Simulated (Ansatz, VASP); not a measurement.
## MgS in VASP and in Ansatz

INCAR

```
SYSTEM = MgS
PREC = Accurate ; ENCUT = 600
EDIFF = 1E-6 ; ISMEAR = 0
SIGMA = 0.01 ; LREAL = .FALSE.
LASPH = .TRUE. ; NELM = 120
ALGO = Normal ; ISIF = 2
LWAVE = .FALSE. ; LCHARG = .FALSE.
GGA = PE ; NBANDS = 11
GGA_COMPAT = .FALSE.
```

File KPOINTS:

```
regular mesh
0
G
  8 8 8
  0 0 0
```

File POSCAR:

```
MgS
1.0
    0.0000000000      2.6661423961      2.6661423961
    2.6661423961      0.0000000000      2.6661423961
    2.6661423961      2.6661423961      0.0000000000
Mg S
1 1
Direct
    0.0000000000      0.0000000000      0.0000000000
    0.5000000000      0.5000000000      0.5000000000
```

Input for Ansatz:

```yaml
crystal:
  lattice:
    - [0.0, 2.6661423961, 2.6661423961]
    - [2.6661423961, 0.0, 2.6661423961]
    - [2.6661423961, 2.6661423961, 0.0]
  atoms:
    - { symbol: Mg, position: [0.0, 0.0, 0.0] }
    - { symbol: S, position: [0.5, 0.5, 0.5] }
kpoints:
  mp_grid: { grid: [8, 8, 8] }
hamiltonian:
  xc: pbe
scf:
  occupations: { method: fixed }
  n_extra_bands: 4
output:
  forces: true
  stress: true
  eigenvalues: true
```

Alike in both runs: task single point; functional PBE; k mesh 8 × 8 × 8; no spin polarisation.

|  | VASP | Ansatz |
| --- | --- | --- |
| version | VASP 6.6.1 | Ansatz 0.2.0 |
| potentials or method | VASP PAW PBE potentials, release 64 (Mg, S) | plane waves, PAW |
| plane-wave cutoff (eV) | 600 | 420 |
| occupations | gaussian, width 0.01 eV | fixed |
| valence electrons in the cell | 8 | 16 |

Ansatz gave:

* gap on the k mesh at the Fermi level (eV): 2.63
* pressure (GPa): -3.8

Task: Estimate VASP's values.

Result: gap on the k mesh at the Fermi level (eV): 2.61; pressure (GPa): -4.1.

VASP's potentials hold 8 valence electrons a cell and Ansatz's 16, so a difference there can come from the potentials and not from the codes.
